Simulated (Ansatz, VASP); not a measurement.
Two plane-wave programs on HC20

```
C H
1.0
     7.20155    0.00000    0.00000
    -3.31941    7.79078    0.00000
     0.00000    0.00000   22.79168
C H
40 2
Direct
  0.25011 0.16670 0.17550
  0.25011 0.66670 0.17550
  0.75011 0.16670 0.17550
  0.75011 0.66670 0.17550
  0.24989 0.33330 0.17550
  0.24989 0.83330 0.17550
  0.74989 0.33330 0.17550
  0.74989 0.83330 0.17550
  0.25011 0.41670 0.22913
  0.25011 0.91670 0.22913
  0.75011 0.41670 0.22913
  0.75011 0.91670 0.22913
  0.24989 0.08330 0.22913
  0.24989 0.58330 0.22913
  0.74989 0.08330 0.22913
  0.74989 0.58330 0.22913
  0.25005 0.16765 0.28273
  0.25005 0.66765 0.28273
  0.75005 0.16765 0.28273
  0.75005 0.66765 0.28273
  0.24995 0.33235 0.28273
  0.24995 0.83235 0.28273
  0.74995 0.33235 0.28273
  0.74995 0.83235 0.28273
  0.25006 0.41834 0.33654
  0.25006 0.91834 0.33654
  0.75006 0.41834 0.33654
  0.75006 0.91834 0.33654
  0.24994 0.08166 0.33654
  0.24994 0.58166 0.33654
  0.74994 0.08166 0.33654
  0.74994 0.58166 0.33654
  0.25019 0.17717 0.38574
  0.25019 0.67717 0.38574
  0.75019 0.17717 0.38574
  0.75019 0.67717 0.38574
  0.24981 0.32283 0.38574
  0.24981 0.82283 0.38574
  0.74981 0.32283 0.38574
  0.74981 0.82283 0.38574
  0.99981 0.27855 0.47569
  0.99981 0.36711 0.47569
```

Alike in both runs: task single point; functional LDA; k mesh 4 × 4 × 1; occupations gaussian, width 0.05 eV; no spin polarisation.

|  | VASP | Ansatz |
| --- | --- | --- |
| version | VASP 6.6.1 | Ansatz 0.2.0 |
| potentials or method | VASP PAW LDA potentials, release 64 (C, H), cutoff 520 eV | scalar-relativistic, plane waves, PAW |
| valence electrons in the cell | 162 | 162 |

```tsv
	VASP	Ansatz	Ansatz less VASP
gap on the k mesh at the Fermi level (eV)	none	none	-
rms of the force components (eV/Å)	1.779	1.787	+0.0080
```

Ansatz warns that its potentials were made for another functional, while VASP's fit it. LDA's correlation is that of Perdew and Zunger in VASP and of Perdew and Wang (1992) in Ansatz. Atom by atom the forces differ by 0.029 eV/Å (rms over components). A gap of «none» marks a metal or a gap that the smearing closes.
